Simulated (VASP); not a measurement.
# I (Im-3m) in VASP: further runs

I is run at these levels: PBE; tasks: single point.

All numbers are computed with VASP 6.6.1; they aren't measurements. Logs are shortened: lines on timing, memory, paths and dates and some standing lists are left out, and cuts for length are marked.

### Step 1. The cell of the first run

Symmetry: Im-3m, No. 229, cubic system. The conventional cell has a = 3.710 Å, b = 3.710 Å, c = 3.710 Å, α = 90.00°, β = 90.00°, γ = 90.00°. Within 4.2 Å of I (site symmetry m-3m) lie 14 I at 3.21 to 3.71 Å.

### Step 2. Single point, PBE

INCAR

```
SYSTEM = I
PREC = Accurate
ENCUT = 520
EDIFF = 1E-7
ISMEAR = -1
SIGMA = 0.02
LREAL = .False.
LASPH = .True.
NELM = 100
ALGO = Normal
ISIF = 2
LWAVE = .False.
LCHARG = .True.
GGA = PE
LELF = .True.
LVHAR = .True.
NBANDS = 10
```

KPOINTS

```
regular mesh
0
Gamma
  9 9 9
  0 0 0
```

POSCAR

```
I
1.0
    1.8548474225      1.8548474225      1.8548474225
   -1.8548474225      1.8548474225      1.8548474225
   -1.8548474225     -1.8548474225      1.8548474225
I
1
Direct
    0.0000000000      0.0000000000      0.0000000000
```

Potentials or basis: VASP PAW PBE potentials, release 64 (I).

The run is started by

```console
cat potpaw_PBE.64/I/POTCAR > POTCAR
mpirun -np 1 vasp_std > vasp.out
```

OUTCAR:

```text
SYSTEM = I
   PREC = Accurate
   ENCUT = 520
   EDIFF = 1E-7
   ISMEAR = -1
   LREAL = .False.
   LASPH = .True.
   NELM = 100
   ISIF = 2
   GGA = PE

 ion  position               nearest neighbor table
   1  0.000  0.000  0.000-

  LATTYP: Found a body centered cubic cell.
 ALAT       =     3.7096948450

  Lattice vectors:

 A1 = (   1.8548474225,  -1.8548474225,  -1.8548474225)
 A2 = (   1.8548474225,   1.8548474225,   1.8548474225)
 A3 = (  -1.8548474225,  -1.8548474225,   1.8548474225)

Analysis of symmetry for initial positions (statically):
=====================================================================
 Subroutine PRICEL returns:
 Original cell was already a primitive cell.

 Routine SETGRP: Setting up the symmetry group for a
 body centered cubic supercell.

 Subroutine GETGRP returns: Found 48 space group operations
 (whereof 48 operations were pure point group operations)
 out of a pool of 48 trial point group operations.

The static configuration has the point symmetry O_h .

Analysis of symmetry for dynamics (positions and initial velocities):
=====================================================================
 Subroutine PRICEL returns:
 Original cell was already a primitive cell.

 Routine SETGRP: Setting up the symmetry group for a
 body centered cubic supercell.

 Subroutine GETGRP returns: Found 48 space group operations
 (whereof 48 operations were pure point group operations)
 out of a pool of 48 trial point group operations.

The dynamic configuration has the point symmetry O_h .

 Subroutine INISYM returns: Found 48 space group operations
 (whereof 48 operations are pure point group operations),
 and found     1 'primitive' translations

----------------------------------------------------------------------------------------

                                     Primitive cell

  volume of cell :      25.5261

  direct lattice vectors                    reciprocal lattice vectors
     1.854847423  1.854847423  1.854847423     0.269563951  0.000000000  0.269563951
    -1.854847423  1.854847423  1.854847423    -0.269563951  0.269563951  0.000000000
    -1.854847423 -1.854847423  1.854847423     0.000000000 -0.269563951  0.269563951

  length of vectors
     3.212689976  3.212689976  3.212689976     0.381220996  0.381220996  0.381220996

  position of ions in fractional coordinates (direct lattice)
     0.000000000  0.000000000  0.000000000

  ion indices of the primitive-cell ions
   primitive index   ion index
                 1           1

----------------------------------------------------------------------------------------

 KPOINTS: regular mesh

Automatic generation of k-mesh.
 Grid dimensions read from file:
 generate k-points for:    9    9    9

 Generating k-lattice:

  Cartesian coordinates                     Fractional coordinates (reciprocal lattice)
     0.029951550  0.000000000  0.029951550     0.111111111  0.000000000  0.000000000
    -0.029951550  0.029951550  0.000000000     0.000000000  0.111111111  0.000000000
     0.000000000 -0.029951550  0.029951550     0.000000000  0.000000000  0.111111111

  Length of vectors
     0.042357888  0.042357888  0.042357888

  Shift w.r.t. Gamma in fractional coordinates (k-lattice)
     0.000000000  0.000000000  0.000000000

 Subroutine IBZKPT returns following result:
 ===========================================

 Found     35 irreducible k-points:

 Following reciprocal coordinates:
            Coordinates               Weight
  0.000000  0.000000  0.000000      1.000000
  0.111111  0.000000  0.000000     12.000000
  0.222222  0.000000  0.000000     12.000000
  0.333333  0.000000  0.000000     12.000000
  0.444444  0.000000  0.000000     12.000000
  0.222222  0.111111  0.000000     24.000000
[... 16 lines left out ...]
  0.111111 -0.444444  0.111111     24.000000
  0.222222 -0.444444  0.111111     24.000000
 [... further k-points ...]
   k-points           NKPTS =     35   k-points in BZ     NKDIM =     35   number of bands    NBANDS=     10
   number of dos      NEDOS =    301   number of ions     NIONS =      1
   total plane-waves  NPLWV =  13824
   dimension x,y,z NGX =    24 NGY =   24 NGZ =   24
   dimension x,y,z NGXF=    48 NGYF=   48 NGZF=   48
   ions per type =               1
   NGX,Y,Z   is equivalent  to a cutoff of  12.42, 12.42, 12.42 a.u.
   NGXF,Y,Z  is equivalent  to a cutoff of  24.84, 24.84, 24.84 a.u.
 SYSTEM =  I
   PREC   = accura    normal or accurate (medium, high low for compatibility)
   ISTART =      0    job   : 0-new  1-cont  2-samecut
   ICHARG =      2    charge: 1-file 2-atom 10-const
   ISPIN  =      1    spin polarized calculation?
   LNONCOLLINEAR =      F non collinear calculations
   LSORBIT =      F    spin-orbit coupling
   LASPH  =      T    aspherical Exc in radial PAW
   ENCUT  =  520.0 eV  38.22 Ry    6.18 a.u.   5.97  5.97  5.97*2*pi/ulx,y,z
   NELM   =    100;   NELMIN=  2; NELMDL= -5     # of ELM steps
   EDIFF  = 0.1E-06   stopping-criterion for ELM
   LREAL  =      F    real-space projection
   EDIFFG = 0.1E-05   stopping-criterion for IOM
   NSW    =      0    number of steps for IOM
   IBRION =     -1    ionic relax: 0-MD 1-quasi-New 2-CG
   NFREE  =      0    steps in history (QN), initial steepest desc. (CG)
   ISIF   =      2    stress and relaxation
   ISYM   =      2    0-nonsym 1-usesym 2-fastsym
   POTIM  = 0.5000    time-step for ionic-motion
   TEBEG  =    0.0;   TEEND  =   0.0 temperature during run
   PSTRESS=    0.0 pullay stress
   NELECT =       7.0000    total number of electrons
   NUPDOWN=      -1.0000    fix difference up-down
   EMIN   =  10.00;   EMAX   =-10.00  energy-range for DOS
   EFERMI =   0.00;   METHOD = LEGACY
   ISMEAR =    -1;   SIGMA  =   0.02  broadening in eV -4-tet -1-fermi 0-gaus
   EFERMI_NEDOS =   21; number of points for ismear=-14 and -15
   IALGO  =     38    algorithm
   IMIX   =      4    mixing-type and parameters
     AMIX     =   0.40;   BMIX     =  1.00
     AMIX_MAG =   1.60;   BMIX_MAG =  1.00
  volume/ion in A,a.u.               =      25.53       172.26
  Fermi-wavevector in a.u.,A,eV,Ry     =   1.063602  2.009917 15.391593  1.131250
  Thomas-Fermi vector in A             =   2.199093
   LORBIT       =      0    0 simple, 1 ext, 2 COOP (PROOUT), +10 PAW based schemes
   GGA     = PE    functional components
   LHFCALC =     F    Hartree Fock is set to
   AEXX    =    0.0000 exact exchange contribution
   IVDW    =     0    specifies the selected vdW correction
   LEPSILON=     F    determine dielectric tensor
   LRPA    =     F    only Hartree local field effects (RPA)
 non-spin polarized calculation
  energy-cutoff  :      520.00
  volume of cell :       25.53
 maximum number of plane-waves:       712
   NGX = 11   NGY = 11   NGZ = 11

 number of electron       7.0000002 magnetization

 Free energy of the ion-electron system (eV)
  ---------------------------------------------------
  ext. energy  EPLUGINS =         0.00000000
  ---------------------------------------------------
  free energy    TOTEN  =        -0.57850167 eV

  energy without entropy =       -0.57731792  energy(sigma->0) =       -0.57790980

 E-fermi :   9.2949     XC(G=0): -10.5952

 val. band max:        9.2488534640   @ k =   0.3333   0.2222   0.1111
 cond. band min:       9.3445548003   @ k =  -0.4444   0.3333   0.1111
 fundamental gap:      0.0957013363
 Fermi energy:         9.2948721209

 k-point     1 :       0.0000    0.0000    0.0000
  band No.  band energies     occupation
      1      -6.8270      2.00000
      2      10.9880      0.00000
      3      10.9880      0.00000
      4      10.9880      0.00000
      5      18.8421      0.00000
      6      19.0662      0.00000
      7      19.0662      0.00000
      8      19.0662      0.00000
      9      21.5411      0.00000
     10      21.5412      0.00000

 k-point     2 :       0.1111    0.0000    0.0000
  band No.  band energies     occupation
      1      -6.5972      2.00000
      2       9.5687      0.00000
      3      10.4863      0.00000
      4      10.8899      0.00000
      5      17.9582      0.00000
      6      18.1153      0.00000
      7      19.9897      0.00000
      8      20.0441      0.00000
      9      20.5198      0.00000
     10      20.6861      0.00000

 k-point     3 :       0.2222    0.0000    0.0000
  band No.  band energies     occupation
      1      -5.9314      2.00000
      2       6.8427      2.00000
      3       9.4885      0.00012
      4      10.6328      0.00000
      5      16.2697      0.00000
      6      16.8910      0.00000
      7      20.3177      0.00000
      8      20.7733      0.00000
      9      22.2448      0.00000
     10      23.3312      0.00000

 k-point     4 :       0.3333    0.0000    0.0000
  band No.  band energies     occupation
      1      -4.9375      2.00000
      2       4.1817      2.00000
      3       8.6126      2.00000
      4      10.3338      0.00000
      5      15.1172      0.00000
      6      16.0251      0.00000
      7      20.9398      0.00000
      8      21.8154      0.00000
      9      25.1869      0.00000
     10      25.9386      0.00000
[... 222 lines left out ...]
 k-point    22 :       0.1111    0.4444    0.1111
  band No.  band energies     occupation
      1      -4.5921      2.00000
      2       4.1744      2.00000
      3       7.3679      2.00000
      4       8.4736      2.00000
      5      17.6722      0.00000
      6      17.8085      0.00000
      7      21.8857      0.00000
      8      22.1980      0.00000
      9      22.7026      0.00000
     10      25.4385      0.00000

 k-point    23 :       0.1111   -0.4444    0.1111
  band No.  band energies     occupation
      1      -3.7571      2.00000
      2       2.8160      2.00000
      3       6.4804      2.00000
      4       8.1341      2.00000
      5      17.3857      0.00000
      6      17.8894      0.00000
      7      23.1193      0.00000
      8      23.6111      0.00000
      9      24.7281      0.00000
     10      25.4470      0.00000

 k-point    24 :       0.2222   -0.4444    0.1111
  band No.  band energies     occupation
      1      -3.7936      2.00000
      2       3.4836      2.00000
      3       5.7857      2.00000
      4       7.4494      2.00000
      5      18.3788      0.00000
      6      19.7941      0.00000
      7      22.4370      0.00000
      8      22.9356      0.00000
      9      24.7765      0.00000
     10      25.7905      0.00000

 [... further k-points ...]

------------------------ aborting loop because EDIFF is reached ----------------------------------------

  FORCE on cell =-STRESS in cart. coord.  units (eV):
  Direction    XX          YY          ZZ          XY          YZ          ZX
  --------------------------------------------------------------------------------------
  -------------------------------------------------------------------------------------
  Total        3.1715756      3.1715756      3.1715756      0.0000000     -0.0000000      0.0000000
  in kB      199.0678345    199.0678345    199.0678345      0.0000000     -0.0000000      0.0000000
  external PRESSURE =     199.0678345 kB  Pullay stress =       0.0000000 kB

 VOLUME and BASIS-vectors are now :
 -----------------------------------------------------------------------------
  energy-cutoff  :      520.00
  volume of cell :       25.53
      direct lattice vectors                 reciprocal lattice vectors
     1.854847423  1.854847423  1.854847423     0.269563951  0.000000000  0.269563951
    -1.854847423  1.854847423  1.854847423    -0.269563951  0.269563951  0.000000000
    -1.854847423 -1.854847423  1.854847423     0.000000000 -0.269563951  0.269563951

 POSITION                                       TOTAL-FORCE (eV/Angst)
 -----------------------------------------------------------------------------------
      0.00000      0.00000      0.00000         0.000000      0.000000      0.000000
 -----------------------------------------------------------------------------------
    total drift:                                0.000000      0.000000      0.000000

  FREE ENERGIE OF THE ION-ELECTRON SYSTEM (eV)
  ---------------------------------------------------
  free  energy   TOTEN  =        -0.5785016746 eV

  energy  without entropy=       -0.5773179224  energy(sigma->0) =       -0.57790980
```

Run time: 9.7 s. Hardware: 1 thread of AMD EPYC 7R43 (Zen 3), shared host; peak memory 0.1 GiB.

What came out:

```yaml
Free_energy: -0.5785 eV
Pressure: 19.9 GPa
Band_gap_on_the_k_mesh: zero (an odd number of electrons rules out a gap without spin polarisation)
```

Caveat: the cell stands under pressure; spin-orbit coupling is left out, which moves the levels of the heavy elements; an odd number of electrons without spin polarisation forces a metal; a magnetic or distorted state may lie lower.

### Step 3. Single point, PBE

This run uses another cell than the first one, of 28.63 Å³/atom.

INCAR

```
SYSTEM = I
PREC = Accurate ; ENCUT = 520
EDIFF = 1E-7 ; ISMEAR = -1
SIGMA = 0.02 ; LREAL = .FALSE.
LASPH = .TRUE. ; NELM = 100
ALGO = Normal ; ISIF = 2
LWAVE = .FALSE. ; LCHARG = .FALSE.
GGA = PE ; NBANDS = 10
```

KPOINTS

```
regular mesh
0
G
  9 9 9
  0 0 0
```

POSCAR

```
I
1.0
    1.9271676000      1.9271676000      1.9271676000
   -1.9271676000      1.9271676000      1.9271676000
   -1.9271676000     -1.9271676000      1.9271676000
I
1
Direct
    0.0000000000      0.0000000000      0.0000000000
```

Potentials or basis: VASP PAW PBE potentials, release 64 (I).

The run is started by

```console
cat potpaw_PBE.64/I/POTCAR > POTCAR
mpirun -np 1 vasp_std > vasp.out
```

OUTCAR:

```text
SYSTEM = I
   PREC = Accurate
   ENCUT = 520
   EDIFF = 1E-7
   ISMEAR = -1
   LREAL = .FALSE.
   LASPH = .TRUE.
   NELM = 100
   ISIF = 2
   GGA = PE

 ion  position               nearest neighbor table
   1  0.000  0.000  0.000-

  LATTYP: Found a body centered cubic cell.
 ALAT       =     3.8543352000

  Lattice vectors:

 A1 = (   1.9271676000,  -1.9271676000,  -1.9271676000)
 A2 = (   1.9271676000,   1.9271676000,   1.9271676000)
 A3 = (  -1.9271676000,  -1.9271676000,   1.9271676000)

Analysis of symmetry for initial positions (statically):
=====================================================================
 Subroutine PRICEL returns:
 Original cell was already a primitive cell.

 Routine SETGRP: Setting up the symmetry group for a
 body centered cubic supercell.

 Subroutine GETGRP returns: Found 48 space group operations
 (whereof 48 operations were pure point group operations)
 out of a pool of 48 trial point group operations.

The static configuration has the point symmetry O_h .

Analysis of symmetry for dynamics (positions and initial velocities):
[... 164 lines left out ...]
 k-point     1 :       0.0000    0.0000    0.0000
  band No.  band energies     occupation
      1      -7.6110      2.00000
      2       8.7675      0.00000
      3       8.7675      0.00000
      4       8.7675      0.00000
      5      15.8960      0.00000
      6      17.2027      0.00000
      7      17.2027      0.00000
      8      17.2027      0.00000
      9      19.7120      0.00000
     10      19.7120      0.00000
[... 287 lines left out ...]
 k-point    24 :       0.2222   -0.4444    0.1111
  band No.  band energies     occupation
      1      -5.1952      2.00000
      2       2.4351      2.00000
      3       4.5473      2.00000
      4       5.9806      2.00000
      5      16.1659      0.00000
      6      17.4784      0.00000
      7      19.8713      0.00000
      8      20.8832      0.00000
      9      22.4580      0.00000
     10      23.5872      0.00000

 [... further k-points ...]

------------------------ aborting loop because EDIFF is reached ----------------------------------------

  FORCE on cell =-STRESS in cart. coord.  units (eV):
  Direction    XX          YY          ZZ          XY          YZ          ZX
  --------------------------------------------------------------------------------------
  -------------------------------------------------------------------------------------
  Total        1.7733599      1.7733599      1.7733599     -0.0000000      0.0000000      0.0000000
  in kB       99.2405169     99.2405169     99.2405169     -0.0000000      0.0000000      0.0000000
  external PRESSURE =      99.2405169 kB  Pullay stress =       0.0000000 kB

 VOLUME and BASIS-vectors are now :
 -----------------------------------------------------------------------------
  energy-cutoff  :      520.00
  volume of cell :       28.63
      direct lattice vectors                 reciprocal lattice vectors
     1.927167600  1.927167600  1.927167600     0.259448114  0.000000000  0.259448114
    -1.927167600  1.927167600  1.927167600    -0.259448114  0.259448114  0.000000000
    -1.927167600 -1.927167600  1.927167600     0.000000000 -0.259448114  0.259448114

 POSITION                                       TOTAL-FORCE (eV/Angst)
 -----------------------------------------------------------------------------------
      0.00000      0.00000      0.00000         0.000000      0.000000     -0.000000
 -----------------------------------------------------------------------------------
    total drift:                               -0.000000     -0.000000      0.000000

  FREE ENERGIE OF THE ION-ELECTRON SYSTEM (eV)
  ---------------------------------------------------
  free  energy   TOTEN  =        -0.8579328496 eV

  energy  without entropy=       -0.8549385425  energy(sigma->0) =       -0.85643570
```

OSZICAR:

```text
N       E                     dE             d eps       ncg     rms          rms(c)
DAV:   1     0.203145663852E+02    0.20315E+02   -0.26913E+03   700   0.517E+02
DAV:   2    -0.153222897036E+00   -0.20468E+02   -0.19936E+02   892   0.872E+01
DAV:   3    -0.851033445027E+00   -0.69781E+00   -0.68809E+00   906   0.158E+01
DAV:   4    -0.855609842911E+00   -0.45764E-02   -0.45730E-02   852   0.156E+00
DAV:   5    -0.855657137190E+00   -0.47294E-04   -0.47295E-04   870   0.149E-01    0.628E+00
DAV:   6    -0.856958706176E+00   -0.13016E-02   -0.29916E-04   842   0.126E-01    0.379E+00
DAV:   7    -0.857914193674E+00   -0.95549E-03   -0.72294E-04   794   0.196E-01    0.303E-02
DAV:   8    -0.857928760753E+00   -0.14567E-04   -0.93305E-06  1016   0.222E-02    0.178E-02
DAV:   9    -0.857932894482E+00   -0.41337E-05   -0.47576E-06   792   0.156E-02    0.563E-03
DAV:  10    -0.857932849585E+00    0.44896E-07   -0.61113E-08   758   0.164E-03
   1 F= -.85793285E+00 E0= -.85643570E+00  d E =-.299431E-02
```

Wall time 12 s (1 thread of AMD EPYC 7R43 (Zen 3), shared host); peak memory 0.12 GiB.

What came out:

```yaml
Free_energy: -0.8579 eV
Pressure: 9.9 GPa
Band_gap_on_the_k_mesh: zero (an odd number of electrons rules out a gap without spin polarisation)
```

Levels at points of the mesh, in eV from the Fermi level:
| k point | band 2 | band 3 | band 4 | band 5 | band 6 | band 7 |
| --- | --- | --- | --- | --- | --- | --- |
| (0.00, 0.00, 0.00) | 1.36 | 1.36 | 1.36 | 8.49 | 9.80 | 9.80 |

Caveat: the cell stands under pressure; spin-orbit coupling is left out, which moves the levels of the heavy elements; an odd number of electrons without spin polarisation forces a metal; a magnetic or distorted state may lie lower.

### Step 4. Single point, PBE

This run uses another cell than the first one, of 31.25 Å³/atom.

INCAR

```
SYSTEM = I
  PREC = Accurate
  ENCUT = 520
  EDIFF = 1E-7
  ISMEAR = -1
  SIGMA = 0.02
  LREAL = .False.
  LASPH = .True.
  NELM = 100
  ALGO = Normal
  ISIF = 2
  LWAVE = .False.
  LCHARG = .False.
  GGA = PE
  NBANDS = 10
```

KPOINTS

```
Automatic mesh
0
Gamma
  9 9 9
  0 0 0
```

POSCAR

```
I
1.0
    1.9842482484      1.9842482484      1.9842482484
   -1.9842482484      1.9842482484      1.9842482484
   -1.9842482484     -1.9842482484      1.9842482484
I
1
Direct
    0.0000000000      0.0000000000      0.0000000000
```

The run is started by

```console
cat potpaw_PBE.64/I/POTCAR > POTCAR
mpirun -np 1 vasp_std > vasp.out
```

Wall time 18 s (1 thread of AMD EPYC 7R43 (Zen 3), shared host); peak memory 0.12 GiB.

Results (log left out):

```yaml
Free_energy: -0.9765 eV
Pressure: 4.9 GPa
Band_gap_on_the_k_mesh: zero (an odd number of electrons rules out a gap without spin polarisation)
```

Levels at points of the mesh, in eV from the Fermi level:
| k point | band 1 | band 2 | band 3 | band 4 | band 5 | band 6 | band 7 | band 8 |
| --- | --- | --- | --- | --- | --- | --- | --- | --- |
| (0.00, 0.00, 0.00) | -14.31 | 1.13 | 1.13 | 1.13 | 7.80 | 9.79 | 9.79 | 9.79 |

Caveat: the cell stands under pressure; spin-orbit coupling is left out, which moves the levels of the heavy elements; an odd number of electrons without spin polarisation forces a metal; a magnetic or distorted state may lie lower.

(Continued in part 2 of 2.)
